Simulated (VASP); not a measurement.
# N2F (P1) in VASP: single point with PBE

Aim: the single point of N2F with PBE.

Everything below comes from runs of VASP 6.6.1. Logs are shortened: lines on timing, memory, paths and dates and some standing lists are left out, and cuts for length are marked.

### 1 The cell of the first run

The typed cell holds 3 atoms: a = 2.927 Å, b = 2.950 Å, c = 4.825 Å, α = 93.49°, β = 87.69°, γ = 119.85°.

### 2 Single point, PBE, collinear spin, antiferromagnetic start

Contents of INCAR:

```
SYSTEM = N2F
PREC     = Accurate       ! precision mode
ENCUT    = 600            ! plane-wave cutoff, eV
EDIFF    = 1E-6           ! SCF threshold, eV
ISMEAR   = -1             ! smearing method
SIGMA    = 0.15           ! smearing width, eV
LREAL    = .False.        ! projectors in reciprocal space
LASPH    = .True.         ! aspherical terms in the spheres
NELM     = 200            ! most SCF steps
ALGO     = Normal         ! electronic algorithm
ISIF     = 2              ! what is computed and relaxed
LWAVE    = .False.        ! write WAVECAR
LCHARG   = .False.        ! write CHGCAR
ISPIN    = 2              ! spin polarisation
MAGMOM   = 0 -3 3         ! initial moments
LORBIT   = 11             ! projections on sites
GGA      = PE             ! functional
NBANDS   = 20             ! bands
GGA_COMPAT= .False.
```

Contents of KPOINTS:

```
Automatic mesh
0
Gamma
  2 2 1
  0.5 0.5 0
```

Contents of POSCAR:

```
N2F
1.0
    2.9261650000     -0.0022740000      0.0592160000
   -1.4650510000      2.5592030000     -0.0900520000
    0.0967000000     -0.1139750000      4.8230160000
F N
1 2
Direct
    0.5563440000      0.9891560000      0.4611610000
    0.8119470000      1.6014010000      0.7154690000
    1.2166260000      1.2691060000      1.1669270000
```

Potentials or basis: VASP PAW PBE potentials, release 64 (F, N).

The run is started by

```bash
$ cat potpaw_PBE.64/F/POTCAR potpaw_PBE.64/N/POTCAR > POTCAR
$ mpirun -np 1 vasp_std > vasp.out
```

OUTCAR:

```text
SYSTEM = N2F
   PREC = Accurate
   ENCUT = 600
   EDIFF = 1E-6
   ISMEAR = -1
   LREAL = .False.
   LASPH = .True.
   NELM = 200
   ISIF = 2
   ISPIN = 2
   LORBIT = 11
   GGA = PE

 ion  position               nearest neighbor table
   1  0.556  0.989  0.461-
   2  0.812  0.601  0.715-
   3  0.217  0.269  0.167-

  LATTYP: Found a triclinic cell.
 ALAT       =     2.9502548687
 B/A-ratio  =     0.9982571620
 C/A-ratio  =     1.6355643022
 COS(alpha) =     0.0210298846
 COS(beta)  =     0.0609497329
 COS(gamma) =     0.5070727122

  Lattice vectors:

 A1 = (  -1.4650510000,   2.5592030000,  -0.0900520000)
 A2 = (   1.4611140000,   2.5569290000,  -0.0308360000)
 A3 = (  -0.0967000000,   0.1139750000,  -4.8230160000)

Analysis of symmetry for initial positions (statically):
=====================================================================
 Subroutine PRICEL returns:
 Original cell was already a primitive cell.

 Routine SETGRP: Setting up the symmetry group for a
 triclinic supercell.

 Subroutine GETGRP returns: Found  1 space group operations
 (whereof  1 operations were pure point group operations)
 out of a pool of  2 trial point group operations.

The static configuration has the point symmetry C_1 .

Analysis of symmetry for dynamics (positions and initial velocities):
=====================================================================
 Subroutine PRICEL returns:
 Original cell was already a primitive cell.

 Routine SETGRP: Setting up the symmetry group for a
 triclinic supercell.

 Subroutine GETGRP returns: Found  1 space group operations
 (whereof  1 operations were pure point group operations)
 out of a pool of  2 trial point group operations.

The dynamic configuration has the point symmetry C_1 .

Analysis of structural, dynamic, and magnetic symmetry:
=====================================================================
 Subroutine PRICEL returns:
 Original cell was already a primitive cell.

 Routine SETGRP: Setting up the symmetry group for a
 triclinic supercell.

 Subroutine GETGRP returns: Found  1 space group operations
 (whereof  1 operations were pure point group operations)
 out of a pool of  2 trial point group operations.

The overall configuration has the point symmetry C_1 .

[... 95 lines left out ...]
   IMIX   =      4    mixing-type and parameters
     AMIX     =   0.40;   BMIX     =  1.00
     AMIX_MAG =   1.60;   BMIX_MAG =  1.00
  volume/ion in A,a.u.               =      12.02        81.13
  Fermi-wavevector in a.u.,A,eV,Ry     =   1.274054  2.407612 22.085145  1.623212
  Thomas-Fermi vector in A             =   2.406843
   LORBIT       =     11    0 simple, 1 ext, 2 COOP (PROOUT), +10 PAW based schemes
   GGA     = PE    functional components
   LHFCALC =     F    Hartree Fock is set to
   AEXX    =    0.0000 exact exchange contribution
   IVDW    =     0    specifies the selected vdW correction
   LEPSILON=     F    determine dielectric tensor
   LRPA    =     F    only Hartree local field effects (RPA)
 spin polarized calculation
  energy-cutoff  :      600.00
  volume of cell :       36.07
 maximum number of plane-waves:      1210
   NGX = 11   NGY = 11   NGZ = 19

 number of electron      16.9999998 magnetization       0.2746525

 Free energy of the ion-electron system (eV)
  ---------------------------------------------------
  ext. energy  EPLUGINS =         0.00000000
  ---------------------------------------------------
  free energy    TOTEN  =        -8.62605150 eV

  energy without entropy =       -8.48425209  energy(sigma->0) =       -8.55515179

 E-fermi :  -0.6867     XC(G=0):  -9.6420

 val. band max:       -0.8669348054   @ k =   0.2500   0.2500   0.0000
 cond. band min:      -0.5752895136   @ k =  -0.2500   0.2500   0.0000
 fundamental gap:      0.2916452917
 Fermi energy:        -0.6867044383

 spin component 1

 k-point     1 :       0.2500    0.2500    0.0000
  band No.  band energies     occupation
      1     -22.7702      1.00000
      2     -13.4963      1.00000
      3     -11.0872      1.00000
      4      -5.3918      1.00000
      5      -4.9612      1.00000
      6      -4.2389      1.00000
[... 22 lines left out ...]
      6      -3.9056      1.00000
[... 12 lines left out ...]
     19      22.3782      0.00000
     20      23.3875      0.00000
 Fermi energy:        -0.6867044383

 spin component 2

 k-point     1 :       0.2500    0.2500    0.0000
  band No.  band energies     occupation
      1     -22.7989      1.00000
      2     -13.7399      1.00000
      3     -10.3488      1.00000
      4      -5.4964      1.00000
      5      -5.0903      1.00000
      6      -4.4316      1.00000
[... 35 lines left out ...]
     19      22.3906      0.00000
     20      23.5302      0.00000

------------------------ aborting loop because EDIFF is reached ----------------------------------------

  FORCE on cell =-STRESS in cart. coord.  units (eV):
  Direction    XX          YY          ZZ          XY          YZ          ZX
  --------------------------------------------------------------------------------------
  -------------------------------------------------------------------------------------
  Total        1.3064384     -1.6982632     -1.0613083     -1.2380042     -1.3326063      0.6320225
  in kB       58.0348846    -75.4406075    -47.1456626    -54.9948829    -59.1973213     28.0758378
  external PRESSURE =     -21.5171285 kB  Pullay stress =       0.0000000 kB

 VOLUME and BASIS-vectors are now :
 -----------------------------------------------------------------------------
  energy-cutoff  :      600.00
  volume of cell :       36.07
      direct lattice vectors                 reciprocal lattice vectors
     2.926165000 -0.002274000  0.059216000     0.341941454  0.195670562 -0.002231837
    -1.465051000  2.559203000 -0.090052000     0.000116960  0.391138768  0.009240842
     0.096700000 -0.113975000  4.823016000    -0.004196103  0.004900668  0.207539083

 POSITION                                       TOTAL-FORCE (eV/Angst)
 -----------------------------------------------------------------------------------
      0.22338      2.47763      2.16806        -0.003186      1.290762      0.452459
      1.56399      1.45572      3.44464         0.210981     -1.309405      1.125127
      0.25577      0.66918      0.79369        -0.207795      0.018644     -1.577586
 -----------------------------------------------------------------------------------
    total drift:                               -0.000052     -0.000027     -0.000278

  FREE ENERGIE OF THE ION-ELECTRON SYSTEM (eV)
  ---------------------------------------------------
  free  energy   TOTEN  =        -8.6260515006 eV

  energy  without entropy=       -8.4842520893  energy(sigma->0) =       -8.55515179

 total charge

# of ion       s       p       d       tot
------------------------------------------
    1        1.771   4.120   0.000   5.891
    2        1.412   1.787   0.000   3.199
    3        1.400   1.815   0.000   3.216
--------------------------------------------------
tot          4.583   7.722   0.000  12.305

 magnetization (x)

# of ion       s       p       d       tot
------------------------------------------
    1       -0.000  -0.011   0.000  -0.011
    2       -0.022  -1.211   0.000  -1.233
    3        0.028   1.382   0.000   1.410
--------------------------------------------------
tot          0.005   0.160   0.000   0.166
```

OSZICAR:

```text
N       E                     dE             d eps       ncg     rms          rms(c)
DAV:   1     0.791432643661E+02    0.79143E+02   -0.90947E+03   160   0.859E+02
DAV:   2    -0.482100215621E+01   -0.83964E+02   -0.77364E+02   184   0.214E+02
DAV:   3    -0.833975652319E+01   -0.35188E+01   -0.34503E+01   200   0.403E+01
DAV:   4    -0.835360177625E+01   -0.13845E-01   -0.13844E-01   172   0.284E+00
DAV:   5    -0.835365344058E+01   -0.51664E-04   -0.51664E-04   200   0.157E-01    0.734E+00
DAV:   6    -0.908713252581E+01   -0.73348E+00   -0.25878E+00   180   0.148E+01    0.779E+00
DAV:   7    -0.860067392139E+01    0.48646E+00   -0.79564E-01   188   0.951E+00    0.164E+00
DAV:   8    -0.862318064638E+01   -0.22507E-01   -0.10594E-01   192   0.243E+00    0.117E+00
DAV:   9    -0.862409062679E+01   -0.90998E-03   -0.31233E-02   192   0.104E+00    0.620E-01
DAV:  10    -0.862477010349E+01   -0.67948E-03   -0.71323E-03   168   0.652E-01    0.326E-01
DAV:  11    -0.862566487712E+01   -0.89477E-03   -0.19230E-03   184   0.347E-01    0.199E-01
DAV:  12    -0.862578298726E+01   -0.11811E-03   -0.12386E-03   180   0.209E-01    0.692E-02
DAV:  13    -0.862602784738E+01   -0.24486E-03   -0.21711E-04   180   0.107E-01    0.344E-02
DAV:  14    -0.862604217754E+01   -0.14330E-04   -0.23739E-05   184   0.402E-02    0.172E-02
DAV:  15    -0.862605056387E+01   -0.83863E-05   -0.50996E-06   176   0.189E-02    0.847E-03
DAV:  16    -0.862605150062E+01   -0.93676E-06   -0.20709E-06   176   0.112E-02
   1 F= -.86260515E+01 E0= -.85551518E+01  d E =-.141799E+00  mag=     0.2748
```

Wall time 4.8 s (1 thread of Intel Xeon 6975P-C (Granite Rapids), shared host); peak memory 0.16 GiB.

What came out:

- Free energy: -8.6261 eV
- Pressure: -2.2 GPa
- Largest force: 1.739 eV/Å
- Net moment: 0.27 μB per cell
- Site moments: F -0.01; N -1.23, +1.41 μB
- Valence electrons inside the program's atomic spheres: F 5.89; N 3.20, 3.22

Forces in eV/Å, atoms in the order of the input:
```
F   -0.003  1.291  0.452
N    0.211 -1.309  1.125
N   -0.208  0.019 -1.578
```

Stress tensor (GPa, compression positive):
```
 5.80 -5.50  2.81
-5.50 -7.54 -5.92
 2.81 -5.92 -4.71
```

Caveat: the k points lie up to 1.30 Å⁻¹ apart; forces of over 1 eV/Å act on the atoms, so gaps and moduli don't describe the material at rest.
